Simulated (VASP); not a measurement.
# TiO2 (Rutile): single point with PBEsol

**The experiment to reproduce.**

From “Shallow Valence Band of Rutile GeO2 and P-type Doping”, 2020, arxiv:2011.08928, for a bulk crystal of TiO2 at 1.6 K: band gap 3.03 eV (direct).

TiO2 (Rutile):

```
Ti O
1.0
     4.59087    0.00000    0.00000
     0.00000    4.59087    0.00000
     0.00000    0.00000    2.93923
Ti O
2 4
Direct
  0.00000 0.00000 0.00000
  0.50000 0.50000 0.50000
  0.30441 0.30441 0.00000
  0.19559 0.80441 0.50000
  0.69559 0.69559 0.00000
  0.80441 0.19559 0.50000
```

```json
{
  "Program": "VASP 6.6.1",
  "Task": "single point",
  "Functional": "PBEsol",
  "Potentials or basis": "VASP PAW PBE potentials, release 64 (Ti_sv, O)",
  "Cutoff": "520 eV",
  "k mesh": "6 × 6 × 10",
  "Occupations": "gaussian, width 0.02 eV",
  "Spin": "no spin polarisation",
  "Dipole correction": "no",
  "Further INCAR settings": "ALGO = Normal; EDIFF = 1e-06; NBANDS = 33"
}
```

```yaml
Pressure: 0.6 GPa
Largest_force: 0.021 eV/Å
Band_gap_on_the_k_mesh: 1.84 eV, direct
```

Forces on the atoms (eV/Å):
```
Ti   0.000  0.000  0.000
Ti   0.000  0.000  0.000
O   -0.015 -0.015  0.000
O    0.015 -0.015  0.000
O    0.015  0.015  0.000
O   -0.015  0.015  0.000
```

Stress tensor (GPa, compression positive):
```
0.56 0.00 0.00
0.00 0.56 0.00
0.00 0.00 0.82
```

Levels at points of the mesh, in eV from the valence-band top:
| k point | band 21 | band 22 | band 23 | band 24 | band 25 | band 26 | band 27 | band 28 |
| --- | --- | --- | --- | --- | --- | --- | --- | --- |
| (0.00, 0.00, 0.00) | -0.69 | -0.46 | -0.46 | 0.00 | 1.84 | 2.12 | 2.42 | 2.51 |
| (0.50, 0.00, 0.00) | -1.64 | -1.64 | -0.76 | -0.76 | 2.52 | 2.52 | 3.05 | 3.05 |
| (0.50, 0.50, 0.00) | -1.29 | -1.29 | -1.09 | -1.09 | 1.88 | 1.88 | 2.54 | 2.54 |
| (0.00, 0.00, 0.50) | -2.43 | -2.43 | -1.45 | -1.45 | 2.99 | 2.99 | 3.23 | 3.23 |
| (0.50, 0.00, 0.50) | -2.08 | -2.08 | -1.06 | -1.06 | 1.88 | 1.88 | 3.26 | 3.26 |
| (0.50, 0.50, 0.50) | -1.31 | -1.31 | -0.68 | -0.68 | 2.60 | 2.60 | 3.22 | 3.22 |

Wall time 100 s on 1 thread of Intel(R) Xeon(R) Platinum 8259CL CPU @ 2.50GHz (Skylake/Cascade Lake), on a shared host, peak memory 0.23 GiB.

A measured gap of TiO2 is 3.03 eV (direct; 1.6 K; quoted in “Shallow Valence Band of Rutile GeO2 and P-type Doping”, 2020, arxiv:2011.08928); the calculated 1.84 eV misses it by -1.19 eV. 2 values of this kind are on record in papers (3.03 to 3.05 eV); this one was drawn at random among those near their median. The value is that of PBEsol on a finite k mesh, which can miss the band edges, without temperature or zero-point motion. Semilocal functionals fall short of measured gaps as a rule.

Caveat: the PAW data sets were made with another functional, which shifts forces and pressure a little.
